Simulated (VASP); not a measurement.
# BN (P6_3mc) in VASP: a series of runs, part 2 of 3

VASP 6.6.1.

### 4 Single point, PBE (strain +0.015 along x and y, -0.015 along z)

Contents of INCAR:

```
ALGO = Normal ; EDIFF = 1E-6
ENCUT = 520 ; GGA = PE
ISIF = 2 ; ISMEAR = 0
LASPH = True ; LCHARG = False
LREAL = False ; LWAVE = False
NBANDS = 16 ; NELM = 100
PREC = Accurate ; SIGMA = 0.05
```

Contents of KPOINTS:

```
k-points
0
Gamma
  12 12 6
```

Contents of POSCAR:

```
BN
1.0
    2.5928987974      0.0000000000      0.0000000000
   -1.2964493987      2.2455162280      0.0000000000
    0.0000000000      0.0000000000      4.1611468172
B N
2 2
Direct
    0.6666666667      0.3333333333      0.9998058547
    0.3333333333      0.6666666667      0.4998058547
    0.6666666667      0.3333333333      0.6251941453
    0.3333333333      0.6666666667      0.1251941453
```

Potentials or basis: VASP PAW PBE potentials, release 64 (B, N).

Command:

```bash
> cat potpaw_PBE.64/B/POTCAR potpaw_PBE.64/N/POTCAR > POTCAR
> mpirun -np 1 vasp_std > vasp.out
```

OUTCAR:

```text
EDIFF = 1E-6
   ENCUT = 520
   GGA = PE
   ISIF = 2
   ISMEAR = 0
   LASPH = True
   LREAL = False
   NELM = 100
   PREC = Accurate

 ion  position               nearest neighbor table
   1  0.667  0.333  1.000-   3 1.56   4 1.59   4 1.59   4 1.59
   2  0.333  0.667  0.500-   4 1.56   3 1.59   3 1.59   3 1.59
   3  0.667  0.333  0.625-   1 1.56   2 1.59   2 1.59   2 1.59
   4  0.333  0.667  0.125-   2 1.56   1 1.59   1 1.59   1 1.59

  LATTYP: Found a hexagonal cell.
 ALAT       =     2.5928987974
 C/A-ratio  =     1.6048242305

  Lattice vectors:

 A1 = (   2.5928987974,   0.0000000000,   0.0000000000)
 A2 = (  -1.2964493987,   2.2455162280,   0.0000000000)
 A3 = (   0.0000000000,   0.0000000000,   4.1611468172)

Analysis of symmetry for initial positions (statically):
=====================================================================
 Subroutine PRICEL returns:
 Original cell was already a primitive cell.

 Routine SETGRP: Setting up the symmetry group for a
 hexagonal supercell.

 Subroutine GETGRP returns: Found 12 space group operations
 (whereof  6 operations were pure point group operations)
 out of a pool of 24 trial point group operations.

The static configuration has the point symmetry C_3v.
 The point group associated with its full space group is C_6v.

Analysis of symmetry for dynamics (positions and initial velocities):
=====================================================================
 Subroutine PRICEL returns:
 Original cell was already a primitive cell.

 Routine SETGRP: Setting up the symmetry group for a
 hexagonal supercell.

 Subroutine GETGRP returns: Found 12 space group operations
 (whereof  6 operations were pure point group operations)
 out of a pool of 24 trial point group operations.

The dynamic configuration has the point symmetry C_3v.
 The point group associated with its full space group is C_6v.

 Subroutine INISYM returns: Found 12 space group operations
 (whereof  6 operations are pure point group operations),
 and found     1 'primitive' translations

----------------------------------------------------------------------------------------

                                     Primitive cell

  volume of cell :      24.2278

  direct lattice vectors                    reciprocal lattice vectors
     2.592898797  0.000000000  0.000000000     0.385668735  0.222665948  0.000000000
    -1.296449399  2.245516228  0.000000000     0.000000000  0.445331896  0.000000000
     0.000000000  0.000000000  4.161146817     0.000000000  0.000000000  0.240318365

  length of vectors
     2.592898797  2.592898797  4.161146817     0.445331896  0.445331896  0.240318365

  position of ions in fractional coordinates (direct lattice)
     0.666666667  0.333333333  0.999805855
     0.333333333  0.666666667  0.499805855
     0.666666667  0.333333333  0.625194145
     0.333333333  0.666666667  0.125194145

  ion indices of the primitive-cell ions
   primitive index   ion index
                 1           1
                 2           2
                 3           3
                 4           4

----------------------------------------------------------------------------------------

 KPOINTS: k-points

Automatic generation of k-mesh.
 Grid dimensions read from file:
 generate k-points for:   12   12    6

 Generating k-lattice:

  Cartesian coordinates                     Fractional coordinates (reciprocal lattice)
     0.032139061  0.018555496  0.000000000     0.083333333  0.000000000  0.000000000
     0.000000000  0.037110991  0.000000000     0.000000000  0.083333333  0.000000000
     0.000000000  0.000000000  0.040053061     0.000000000  0.000000000  0.166666667

  Length of vectors
     0.037110991  0.037110991  0.040053061

  Shift w.r.t. Gamma in fractional coordinates (k-lattice)
     0.000000000  0.000000000  0.000000000

 Subroutine IBZKPT returns following result:
 ===========================================

 Found     76 irreducible k-points:

 Following reciprocal coordinates:
            Coordinates               Weight
  0.000000  0.000000  0.000000      1.000000
  0.083333 -0.000000  0.000000      6.000000
  0.166667 -0.000000  0.000000      6.000000
  0.250000  0.000000  0.000000      6.000000
  0.333333 -0.000000  0.000000      6.000000
  0.416667  0.000000  0.000000      6.000000
[... 16 lines left out ...]
  0.250000  0.000000  0.166667     12.000000
  0.333333 -0.000000  0.166667     12.000000
 [... further k-points ...]
   k-points           NKPTS =     76   k-points in BZ     NKDIM =     76   number of bands    NBANDS=     16
   number of dos      NEDOS =    301   number of ions     NIONS =      4
   total plane-waves  NPLWV =  12800
   dimension x,y,z NGX =    20 NGY =   20 NGZ =   32
   dimension x,y,z NGXF=    40 NGYF=   40 NGZF=   64
   ions per type =               2   2
   NGX,Y,Z   is equivalent  to a cutoff of  12.82, 12.82, 12.78 a.u.
   NGXF,Y,Z  is equivalent  to a cutoff of  25.65, 25.65, 25.57 a.u.
 SYSTEM =  unknown system
   PREC   = accura    normal or accurate (medium, high low for compatibility)
   ISTART =      0    job   : 0-new  1-cont  2-samecut
   ICHARG =      2    charge: 1-file 2-atom 10-const
   ISPIN  =      1    spin polarized calculation?
   LNONCOLLINEAR =      F non collinear calculations
   LSORBIT =      F    spin-orbit coupling
   LASPH  =      T    aspherical Exc in radial PAW
   ENCUT  =  520.0 eV  38.22 Ry    6.18 a.u.   4.82  4.82  7.74*2*pi/ulx,y,z
   NELM   =    100;   NELMIN=  2; NELMDL= -5     # of ELM steps
   EDIFF  = 0.1E-05   stopping-criterion for ELM
   LREAL  =      F    real-space projection
   EDIFFG = 0.1E-04   stopping-criterion for IOM
   NSW    =      0    number of steps for IOM
   IBRION =     -1    ionic relax: 0-MD 1-quasi-New 2-CG
   NFREE  =      0    steps in history (QN), initial steepest desc. (CG)
   ISIF   =      2    stress and relaxation
   ISYM   =      2    0-nonsym 1-usesym 2-fastsym
   POTIM  = 0.5000    time-step for ionic-motion
   TEBEG  =    0.0;   TEEND  =   0.0 temperature during run
   PSTRESS=    0.0 pullay stress
   NELECT =      16.0000    total number of electrons
   NUPDOWN=      -1.0000    fix difference up-down
   EMIN   =  10.00;   EMAX   =-10.00  energy-range for DOS
   EFERMI =   0.00;   METHOD = LEGACY
   ISMEAR =     0;   SIGMA  =   0.05  broadening in eV -4-tet -1-fermi 0-gaus
   EFERMI_NEDOS =   21; number of points for ismear=-14 and -15
   IALGO  =     38    algorithm
   IMIX   =      4    mixing-type and parameters
     AMIX     =   0.40;   BMIX     =  1.00
     AMIX_MAG =   1.60;   BMIX_MAG =  1.00
  volume/ion in A,a.u.               =       6.06        40.87
  Fermi-wavevector in a.u.,A,eV,Ry     =   1.425640  2.694069 27.653155  2.032450
  Thomas-Fermi vector in A             =   2.546003
   LORBIT       =      0    0 simple, 1 ext, 2 COOP (PROOUT), +10 PAW based schemes
   GGA     = PE    functional components
   LHFCALC =     F    Hartree Fock is set to
   AEXX    =    0.0000 exact exchange contribution
   IVDW    =     0    specifies the selected vdW correction
   LEPSILON=     F    determine dielectric tensor
   LRPA    =     F    only Hartree local field effects (RPA)
 non-spin polarized calculation
 Gauss-broadening in eV      SIGMA  =   0.05
  energy-cutoff  :      520.00
  volume of cell :       24.23
 maximum number of plane-waves:       672
 NGX is ok and might be reduce to    20
   NGX =  9   NGY =  9   NGZ = 15

 number of electron      16.0000000 magnetization

 Free energy of the ion-electron system (eV)
  ---------------------------------------------------
  ext. energy  EPLUGINS =         0.00000000
  ---------------------------------------------------
  free energy    TOTEN  =       -34.78603472 eV

  energy without entropy =      -34.78603472  energy(sigma->0) =      -34.78603472

 E-fermi :   7.4283     XC(G=0): -12.6857

 val. band max:        7.2330707393   @ k =   0.0000   0.0000   0.0000
 cond. band min:      12.5609304892   @ k =   0.3333   0.3333   0.0000
 fundamental gap:      5.3278597500
 Fermi energy:         7.4283168631

 k-point     1 :       0.0000    0.0000    0.0000
  band No.  band energies     occupation
      1     -12.8729      2.00000
      2      -8.5736      2.00000
      3      -3.3681      2.00000
      4       4.9370      2.00000
      5       4.9370      2.00000
      6       7.0411      2.00000
[... 433 lines left out ...]
      3      -1.4696      2.00000
      4       0.1062      2.00000
      5       1.4532      2.00000
      6       2.8812      2.00000
[... 8 lines left out ...]
     15      22.9042      0.00000
     16      23.2730      0.00000

 [... further k-points ...]
[... 5 lines left out ...]
  --------------------------------------------------------------------------------------
  -------------------------------------------------------------------------------------
  Total       -2.0999380     -2.0999380      2.1210308      0.0000000      0.0000000      0.0000000
  in kB     -138.8680254   -138.8680254    140.2628796      0.0000000      0.0000000      0.0000000
  external PRESSURE =     -45.8243904 kB  Pullay stress =       0.0000000 kB

 VOLUME and BASIS-vectors are now :
 -----------------------------------------------------------------------------
  energy-cutoff  :      520.00
  volume of cell :       24.23
      direct lattice vectors                 reciprocal lattice vectors
     2.592898797  0.000000000  0.000000000     0.385668735  0.222665948  0.000000000
    -1.296449399  2.245516228  0.000000000     0.000000000  0.445331896  0.000000000
     0.000000000  0.000000000  4.161146817     0.000000000  0.000000000  0.240318365

 POSITION                                       TOTAL-FORCE (eV/Angst)
 -----------------------------------------------------------------------------------
      1.29645      0.74851      4.16034        -0.000000     -0.000000      0.051258
     -0.00000      1.49701      2.07977         0.000000      0.000000      0.051258
      1.29645      0.74851      2.60152         0.000000     -0.000000     -0.051258
     -0.00000      1.49701      0.52095        -0.000000      0.000000     -0.051258
 -----------------------------------------------------------------------------------
    total drift:                                0.000000      0.000000     -0.000227

  FREE ENERGIE OF THE ION-ELECTRON SYSTEM (eV)
  ---------------------------------------------------
  free  energy   TOTEN  =       -34.7860347212 eV

  energy  without entropy=      -34.7860347212  energy(sigma->0) =      -34.78603472
```

OSZICAR:

```text
N       E                     dE             d eps       ncg     rms          rms(c)
DAV:   1     0.380671205341E+02    0.38067E+02   -0.82378E+03  2432   0.967E+02
DAV:   2    -0.343416116430E+02   -0.72409E+02   -0.67921E+02  3488   0.227E+02
DAV:   3    -0.366595439384E+02   -0.23179E+01   -0.23126E+01  2808   0.371E+01
DAV:   4    -0.366654860153E+02   -0.59421E-02   -0.59415E-02  2920   0.214E+00
DAV:   5    -0.366655023606E+02   -0.16345E-04   -0.16345E-04  2736   0.105E-01    0.932E+00
DAV:   6    -0.349346572347E+02    0.17308E+01   -0.22289E+00  3128   0.136E+01    0.439E+00
DAV:   7    -0.348129230274E+02    0.12173E+00   -0.30750E-01  3040   0.446E+00    0.271E+00
DAV:   8    -0.347870073348E+02    0.25916E-01   -0.52631E-02  2784   0.185E+00    0.258E-01
DAV:   9    -0.347857339409E+02    0.12734E-02   -0.19282E-03  2832   0.519E-01    0.129E-01
DAV:  10    -0.347860255749E+02   -0.29163E-03   -0.50241E-04  2848   0.175E-01    0.257E-02
DAV:  11    -0.347860345963E+02   -0.90214E-05   -0.36015E-05  3096   0.579E-02    0.162E-02
DAV:  12    -0.347860347212E+02   -0.12493E-06   -0.64305E-06  2928   0.250E-02
   1 F= -.34786035E+02 E0= -.34786035E+02  d E =-.155809E-10
```

Wall time 15 s (1 thread of Intel Xeon 6975P-C, shared host); peak memory 0.14 GiB.

What came out:

| Item | Value |
| --- | --- |
| Free energy | -34.7860 eV |
| Pressure | -4.6 GPa |
| Largest force | 0.051 eV/Å |
| Band gap on the k mesh | 5.33 eV, indirect (least direct gap 7.95 eV) |

Forces in eV/Å, atoms in the order of the input:
```
B    0.000  0.000  0.051
B    0.000  0.000  0.051
N    0.000  0.000 -0.051
N    0.000  0.000 -0.051
```

Levels at points of the mesh, in eV from the valence-band top:
```tsv
k point	band 5	band 6	band 7	band 8	band 9	band 10	band 11	band 12
(0.00, 0.00, 0.00)	-2.30	-0.19	0.00	0.00	8.00	8.00	8.65	9.40
(0.50, 0.00, 0.00)	-6.81	-5.03	-4.35	-1.94	6.33	8.08	10.28	11.15
(0.00, 0.00, 0.50)	-1.28	-1.28	-1.28	-1.28	8.85	8.85	9.61	9.61
(0.50, 0.00, 0.50)	-3.73	-3.73	-3.34	-3.34	6.56	6.56	10.07	10.07
```

Caveat: the cell differs from its parent crystal (strain +0.015 along x and y, -0.015 along z). A k mesh can miss the band edges.

### 5 Single point, PBE (strain +0.000 along x and y, +0.030 along z)

Contents of INCAR:

```
ALGO = Normal ; EDIFF = 1E-6
ENCUT = 520 ; GGA = PE
ISIF = 2 ; ISMEAR = 0
LASPH = T ; LCHARG = T
LELF = T ; LREAL = F
LVHAR = T ; LWAVE = F
NBANDS = 16 ; NELM = 100
PREC = Accurate ; SIGMA = 0.05
```

KPOINTS is that of step 4.

Contents of POSCAR:

```
BN
1.0
    2.5545800960      0.0000000000      0.0000000000
   -1.2772900480      2.2123312591      0.0000000000
    0.0000000000      0.0000000000      4.3512499713
B N
2 2
Direct
    0.6666666667      0.3333333333      0.9998058547
    0.3333333333      0.6666666667      0.4998058547
    0.6666666667      0.3333333333      0.6251941453
    0.3333333333      0.6666666667      0.1251941453
```

Command:

```bash
> cat potpaw_PBE.64/B/POTCAR potpaw_PBE.64/N/POTCAR > POTCAR
> mpirun -np 1 vasp_std > vasp.out
```

Wall time 20 s (1 thread of Intel Xeon 6975P-C, shared host); peak memory 0.15 GiB.

Results (log left out):

- Free energy: -34.7716 eV
- Pressure: -9.9 GPa
- Largest force: 0.084 eV/Å
- Band gap on the k mesh: 5.15 eV, indirect (least direct gap 7.41 eV)

Forces in eV/Å, atoms in the order of the input:
```
B    0.000  0.000  0.084
B    0.000  0.000  0.084
N    0.000  0.000 -0.084
N    0.000  0.000 -0.084
```

Stress tensor (GPa, compression positive):
```
 -1.35   0.00   0.00
  0.00  -1.35   0.00
  0.00   0.00 -27.09
```

Levels at points of the mesh, in eV from the valence-band top:
```tsv
k point	band 6	band 7	band 8	band 9	band 10	band 11
(0.00, 0.00, 0.00)	-0.37	0.00	0.00	7.41	8.47	8.47
(0.50, 0.00, 0.00)	-4.64	-4.17	-2.14	6.84	7.64	10.59
(0.00, 0.00, 0.50)	-1.01	-1.01	-1.01	9.50	9.50	9.88
(0.50, 0.00, 0.50)	-3.58	-3.57	-3.57	6.32	6.32	9.65
```

Caveat: the cell differs from its parent crystal (strain +0.000 along x and y, +0.030 along z). A k mesh can miss the band edges.

[end of part 2 of 3]
